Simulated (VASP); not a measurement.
A run of VASP 6.6.1 is set up as follows.

Contents of INCAR:

```
SYSTEM = NiO
PREC = Accurate ; ENCUT = 520
EDIFF = 1E-6 ; ISMEAR = -1
SIGMA = 0.05 ; LREAL = .FALSE.
LASPH = .TRUE. ; NELM = 150
ALGO = Normal ; ISIF = 2
LWAVE = .FALSE. ; LCHARG = .FALSE.
ISPIN = 2 ; MAGMOM = 1 0
LORBIT = 11 ; LMAXMIX = 4
GGA = PE ; ALDAC = 0.0
AGGAC = 0.0 ; NBANDS = 19
```

Contents of KPOINTS:

```
Automatic mesh
0
G
  11 11 11
  0 0 0
```

Contents of POSCAR:

```
NiO
1.0
    0.0000000000      2.1133508634      2.1133508634
    2.1133508634      0.0000000000      2.1133508634
    2.1133508634      2.1133508634      0.0000000000
Ni O
1 1
Direct
    0.0000000000      0.0000000000      0.0000000000
    0.5000000000      0.5000000000      0.5000000000
```

Potentials or basis: VASP PAW PBE potentials, release 64 (Ni, O).

The run is started by

```bash
$ cat potpaw_PBE.64/Ni/POTCAR potpaw_PBE.64/O/POTCAR > POTCAR
$ mpirun -np 1 vasp_std > vasp.out
```

Question: What does it give for the site moments?

Answer: Ni +1.58; O +0.31 μB.

Question: Estimate the net moment.

Answer: 1.94 μB per cell.

Question: Predict the pressure.

Answer: 23.5 GPa.

Caveat: the cell stands under pressure; a cell with one magnetic atom can't hold antiferromagnetic order, which such compounds often take.
